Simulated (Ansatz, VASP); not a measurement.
**Ge3Pd: VASP beside Ansatz**

File POSCAR:

```
Ge3Pd
1.0
    4.0860428539      0.0000000000      0.0000000000
    0.0000000000      4.0860428539      0.0000000000
    0.0000000000      0.0000000000      4.0860428539
Pd Ge
1 3
Direct
    0.0000000000      0.0000000000      0.0000000000
    0.5000000000      0.5000000000      0.0000000000
    0.5000000000      0.0000000000      0.5000000000
    0.0000000000      0.5000000000      0.5000000000
```

INCAR.step1

```
SYSTEM = Ge3Pd
PREC = Accurate
ENCUT = 520
ISMEAR = -1
SIGMA = 0.05
LREAL = .False.
LASPH = .True.
NELM = 100
NBANDS = 34
GGA = PE
ALGO = Normal
EDIFF = 1E-4
LWAVE = .True.
LCHARG = .False.
```

INCAR.step2

```
SYSTEM = Ge3Pd
PREC = Accurate
ENCUT = 520
EDIFF = 1E-7
ISMEAR = -1
SIGMA = 0.05
LREAL = .False.
LASPH = .True.
NELM = 100
ALGO = Normal
ISIF = 2
LWAVE = .False.
LCHARG = .False.
METAGGA = R2SCAN
LMIXTAU = .True.
NBANDS = 34
ISTART = 1
```

File KPOINTS:

```
Automatic mesh
0
Gamma
  7 7 7
  0 0 0
```

File input.yaml:

```yaml
crystal:
  lattice:
    - [4.0860428539, 0.0, 0.0]
    - [0.0, 4.0860428539, 0.0]
    - [0.0, 0.0, 4.0860428539]
  atoms:
    - { symbol: Pd, position: [0.0, 0.0, 0.0] }
    - { symbol: Ge, position: [0.5, 0.5, 0.0] }
    - { symbol: Ge, position: [0.5, 0.0, 0.5] }
    - { symbol: Ge, position: [0.0, 0.5, 0.5] }
hamiltonian:
  xc: r2scan
  pseudopotentials: { kind: paw }
kpoints:
  mp_grid: { grid: [7, 7, 7] }
scf:
  occupations: { method: fermi_dirac, width: 0.05 }
output:
  forces: true
  stress: true
  eigenvalues: true
```

Alike in both runs: task single point; functional r2SCAN; k mesh 7 × 7 × 7; occupations fermi-dirac, width 0.05 eV; no spin polarisation.

|  | VASP | Ansatz |
| --- | --- | --- |
| version | VASP 6.6.1 | Ansatz 0.2.0 |
| potentials or method | VASP PAW PBE potentials, release 64 (Pd, Ge_d) | Ansatz PAW |
| plane-wave cutoff (eV) | 520 | 500 |
| valence electrons in the cell | 52 | 60 |

|  | VASP | Ansatz | Ansatz less VASP |
| --- | --- | --- | --- |
| gap on the k mesh at the Fermi level (eV) | none | none | - |
| pressure (GPa) | 0.9 | 1.0 | +0.09 |

VASP's potentials were made for PBE, not for r2SCAN. A gap of «none» marks a metal or a gap that the smearing closes. VASP's potentials hold 52 valence electrons a cell and Ansatz's 60, so a difference there can come from the potentials and not from the codes.
